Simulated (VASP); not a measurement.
Wanted: the native input for a VASP 6.6.1 run.

```
Task                   : single point
Functional             : LDA
Potentials or basis    : VASP PAW LDA potentials, release 64 (Se)
Cutoff                 : 520 eV
k mesh                 : 11 × 11 × 11
Occupations            : fermi-dirac, width 0.08 eV
Spin                   : no spin polarisation
Dipole correction      : no
Further INCAR settings : ALGO = Normal; EDIFF = 1e-06; NBANDS = 13
```

The structure of Se lies in POSCAR:

```
Se
1.0
    0.0000000000      2.9998511566      2.9998511566
    2.9998511566      0.0000000000      2.9998511566
    2.9998511566      2.9998511566      0.0000000000
Se
2
Direct
   -0.1250000000     -0.1250000000     -0.1250000000
    0.1250000000      0.1250000000      0.1250000000
```

This isn't the form of Se at room conditions, which is trigonal, of chains.

These files were run (other wordings do the same):

INCAR

```
PREC = Accurate
ENCUT = 520
EDIFF = 1E-6
ISMEAR = -1
SIGMA = 0.08
LREAL = F
LASPH = T
NELM = 100
ALGO = Normal
ISIF = 2
LWAVE = F
LCHARG = T
GGA = CA
LELF = T
LVHAR = T
NBANDS = 13
```

KPOINTS

```
regular mesh
0
Gamma
  11 11 11
```

Potentials or basis: VASP PAW LDA potentials, release 64 (Se).

Command:

```sh
$ cat potpaw_LDA.64/Se/POTCAR > POTCAR
$ mpirun -np 1 vasp_std > vasp.out
```

Results of the run:

The pressure is 4.8 GPa and the band gap on the k mesh is zero (bands 6 and 7 overlap by 1.24 eV).

Caveat: the cell stands under pressure.

Run time: 20 s on 1 thread of Intel(R) Xeon(R) Platinum 8488C (Sapphire Rapids), with other jobs on the host, peak memory 0.16 GiB.
